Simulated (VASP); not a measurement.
Input of a VASP 6.6.1 run:

INCAR

```
  PREC = Accurate
  ENCUT = 520
  EDIFF = 1E-7
  ISMEAR = 0
  SIGMA = 0.15
  LREAL = False
  LASPH = True
  NELM = 60
  ALGO = Normal
  ISIF = 2
  LWAVE = False
  LCHARG = False
  GGA = PS
  NBANDS = 20
```

The input KPOINTS:

```
regular mesh
0
Gamma
  18 18 10
```

File POSCAR:

```
Ta2N
1.0
    3.0983439881      0.0000000000      0.0000000000
   -1.5491719940      2.6832446034      0.0000000000
    0.0000000000      0.0000000000      4.5712967200
Ta N
2 1
Direct
    0.6666666667      0.3333333333      0.7463700642
    0.3333333333      0.6666666667      0.2536299358
    0.0000000000      0.0000000000      0.0000000000
```

Potentials or basis: VASP PAW PBE potentials, release 64 (Ta_pv, N).

The run is started by

```console
$ cat potpaw_PBE.64/Ta_pv/POTCAR potpaw_PBE.64/N/POTCAR > POTCAR
$ mpirun -np 1 vasp_std > vasp.out
```

Problem. Predict the band gap on the k mesh.

Solution. Zero (an odd number of electrons rules out a gap without spin polarisation).

Problem. What does it give for the pressure?

Solution. 14.7 GPa.

Problem. Predict the largest force.

Solution. 0.135 eV/Å.

Forces on the atoms (eV/Å):
```
Ta   0.000  0.000  0.135
Ta   0.000  0.000 -0.135
N    0.000  0.000  0.000
```

Caveat: the stress differs along the axes, from 9 to 25 GPa; the PAW data sets were made with another functional, which shifts forces and pressure a little; spin-orbit coupling is left out, which moves the levels of the heavy elements.
